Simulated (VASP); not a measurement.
Write the native input for VASP 6.6.1 that does the following.

```
Task                   : single point
Functional             : PBE
Potentials or basis    : VASP PAW PBE potentials, release 64 (Mo_sv, S)
Cutoff                 : 520 eV
k mesh                 : 6 × 6 × 6
Occupations            : gaussian, width 0.05 eV
Spin                   : collinear spin, ferromagnetic start
Starting moments       : [2.0, 0.0, 0.0] μB
Hubbard terms          : Mo d U = 6.0 eV, J = 0.7 eV
Dipole correction      : no
LDAUTYPE               : 1
Hund's J               : 0.7
Further INCAR settings : ALGO = Normal; EDIFF = 1e-07; NBANDS = 24
```

The structure of MoS2 lies in POSCAR:

```
MoS2
1.0
    0.0000000000      2.9959514200      2.9959514200
    2.9959514200      0.0000000000      2.9959514200
    2.9959514200      2.9959514200      0.0000000000
Mo S
1 2
Direct
    0.0000000000      0.0000000000      0.0000000000
    0.2500000000      0.2500000000      0.2500000000
    0.7500000000      0.7500000000      0.7500000000
```

These files were run (other wordings do the same):

INCAR

```
  PREC = Accurate
  ENCUT = 520
  EDIFF = 1E-7
  ISMEAR = 0
  SIGMA = 0.05
  LREAL = F
  LASPH = T
  NELM = 150
  ALGO = Normal
  ISIF = 2
  LWAVE = F
  LCHARG = F
  ISPIN = 2
  MAGMOM = 2 0 0
  LORBIT = 11
  LMAXMIX = 4
  LDAU = T
  LDAUTYPE = 1
  LDAUL = 2 -1
  LDAUU = 6 0
  LDAUJ = 0.7 0
  LDAUPRINT = 1
  GGA = PE
  NBANDS = 24
```

KPOINTS

```
regular mesh
0
Gamma
  6 6 6
```

Potentials or basis: VASP PAW PBE potentials, release 64 (Mo_sv, S).

Run with:

```sh
$ cat potpaw_PBE.64/Mo_sv/POTCAR potpaw_PBE.64/S/POTCAR > POTCAR
$ mpirun -np 1 vasp_std > vasp.out
```

Results of the run:

```json
{
 "Pressure": "5.3 GPa",
 "Net moment": "1.99 μB per cell",
 "Site moments": "Mo +2.04; S -0.10 μB",
 "Valence electrons inside the program's atomic spheres": "Mo 12.02; S 3.74"
}
```

Run time: 69 s on 1 thread of Intel Xeon 8259CL (shared host), peak memory 0.21 GiB.
